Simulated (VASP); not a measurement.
A run of VASP 6.6.1 is set up as follows.

Contents of INCAR:

```
PREC = Accurate
ENCUT = 520
EDIFF = 1E-6
ISMEAR = -1
SIGMA = 0.02
LREAL = F
LASPH = T
NELM = 80
ALGO = Normal
ISIF = 2
LWAVE = F
LCHARG = F
LDIPOL = T
IDIPOL = 3
DIPOL = 0.5 0.5 0.500
GGA = PE
NBANDS = 46
```

File KPOINTS:

```
regular mesh
0
Gamma
  6 5 1
```

The input POSCAR:

```
InP
1.0
    4.2139839895      0.0000000000      0.0000000000
    0.0000000000      5.9594733095      0.0000000000
    0.0000000000      0.0000000000     22.3210000000
In P
4 4
Direct
    0.0000000000      0.8750000000      0.3584074194
    0.5000000000      0.3750000000      0.4528024727
    0.0000000000      0.8750000000      0.5471975267
    0.5000000000      0.3750000000      0.6415925806
    0.5000000000      0.6250000000      0.3584074194
    0.0000000000      0.1250000000      0.4528024727
    0.5000000000      0.6250000000      0.5471975267
    0.0000000000      0.1250000000      0.6415925806
```

Potentials or basis: VASP PAW PBE potentials, release 64 (In_d, P).

Command:

```sh
$ cat potpaw_PBE.64/In_d/POTCAR potpaw_PBE.64/P/POTCAR > POTCAR
$ mpirun -np 1 vasp_std > vasp.out
```

(1) Estimate the largest force.

(2) Estimate the band gap on the k mesh.

Results:

(1) 1.387 eV/Å.

(2) 0.58 eV.

Caveat: semilocal functionals underestimate gaps, and a narrow one can read as zero; spin-orbit coupling is left out, which moves the levels of the heavy elements.
